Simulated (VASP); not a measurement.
AlN:

```
Al N
1.0
     3.08862    0.00000    0.00000
    -1.54431    2.67482    0.00000
     0.00000    0.00000    5.14130
Al N
2 2
Direct
  0.33333 0.66667 0.00152
  0.66667 0.33333 0.50152
  0.33333 0.66667 0.38348
  0.66667 0.33333 0.88348
```

| Quantity | Value |
| --- | --- |
| Program | VASP 6.6.1 |
| Task | relaxation of the atoms |
| Functional | LDA |
| Potentials or basis | VASP PAW LDA potentials, release 64 (Al, N) |
| Cutoff | 520 eV |
| k mesh | 9 × 9 × 6 |
| Occupations | gaussian, width 0.05 eV |
| Spin | no spin polarisation |

At the start: pressure -6.4 GPa; volume 10.62 Å³/atom.

Question: Where does the relaxation end?

Answer: Over 3 steps the energy falls by 3.0 meV/atom; space group P6_3mc (No. 186, to 0.05 Å).

The path:
| step | energy change (eV) | largest force (eV/Å) | pressure (GPa) |
| --- | --- | --- | --- |
| 1 | 0.0000 | 0.3507 | -6.44 |
| 2 | -0.0118 | 0.0128 | -6.78 |
| 3 | -0.0118 | 0.0006 | -6.77 |

Final structure:
```
Al N
1.0
     3.08862    0.00000    0.00000
    -1.54431    2.67482    0.00000
     0.00000    0.00000    5.14130
Al N
2 2
Direct
  0.33333 0.66667 0.00471
  0.66667 0.33333 0.50471
  0.33333 0.66667 0.38029
  0.66667 0.33333 0.88029
```
